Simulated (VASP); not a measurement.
The system is Be.

```
CELL_PARAMETERS angstrom
0.00000 1.59482 1.59482
1.59482 0.00000 1.59482
1.59482 1.59482 0.00000
ATOMIC_POSITIONS crystal
Be 0.00000 0.00000 0.00000
```

This isn't the form of Be at room conditions, which is hcp.

```yaml
Program: VASP 6.6.1
Task: relaxation of cell and atoms
Functional: r2SCAN
Potentials_or_basis: VASP PAW PBE potentials, release 64 (Be)
Cutoff: 600 eV
k_mesh: 17 × 17 × 17
Occupations: fermi-dirac, width 0.1 eV
Spin: no spin polarisation
```

At the start: pressure -3.1 GPa; volume 8.11 Å³/atom.

Q: How do energy, volume and symmetry change on relaxing?

A: Over 3 steps the energy falls by 2.1 meV/atom and the volume is 7.90 Å³/atom (-2.6 %); space group Fm-3m (No. 225, to 0.1 Å) before and after.

Step by step:
| step | energy change (eV) | largest force (eV/Å) | pressure (GPa) | volume (Å³) |
| --- | --- | --- | --- | --- |
| 1 | 0.0000 | 0.0000 | -3.06 | 8.11 |
| 2 | -0.0021 | 0.0000 | -0.51 | 7.93 |
| 3 | -0.0021 | 0.0000 | -0.03 | 7.90 |

Final structure:
```
Be
1.0
     0.00000    1.58076    1.58076
     1.58076    0.00000    1.58076
     1.58076    1.58076    0.00000
Be
1
Direct
  0.00000 0.00000 0.00000
```

Caveat: the PAW data sets were made with another functional, which shifts forces and pressure a little.
